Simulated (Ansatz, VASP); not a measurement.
# CaBiCl3: VASP beside Ansatz

```
Ca Bi Cl
1.0
     5.65300    0.00000    0.00000
     0.00000    5.65300    0.00000
     0.00000    0.00000    5.65300
Ca Bi Cl
1 1 3
Direct
  0.00000 0.00000 0.00000
  0.50000 0.50000 0.50000
  0.00000 0.50000 0.50000
  0.50000 0.00000 0.50000
  0.50000 0.50000 0.00000
```

Alike in both runs: functional PBE; k mesh 8 × 8 × 8; occupations gaussian, width 0.1 eV; no spin polarisation.

Ansatz relaxed the structure, and its values are those at the end. VASP's run is a single point on that final structure, the one shown.

|  | VASP | Ansatz |
| --- | --- | --- |
| version | VASP 6.6.1 | Ansatz 0.2.0 |
| potentials or method | VASP PAW PBE potentials, release 64 (Ca_sv, Bi_d, Cl), cutoff 520 eV | scalar-relativistic, plane waves, PAW |
| valence electrons in the cell | 46 | 46 |

|  | VASP | Ansatz | Ansatz less VASP |
| --- | --- | --- | --- |
| gap on the k mesh at the Fermi level (eV) | none | none | - |
| pressure (GPa) | 0.0 | 0.0 | +0.03 |

A gap of «none» marks a metal or a gap that the smearing closes.

Spin-orbit coupling is off throughout.
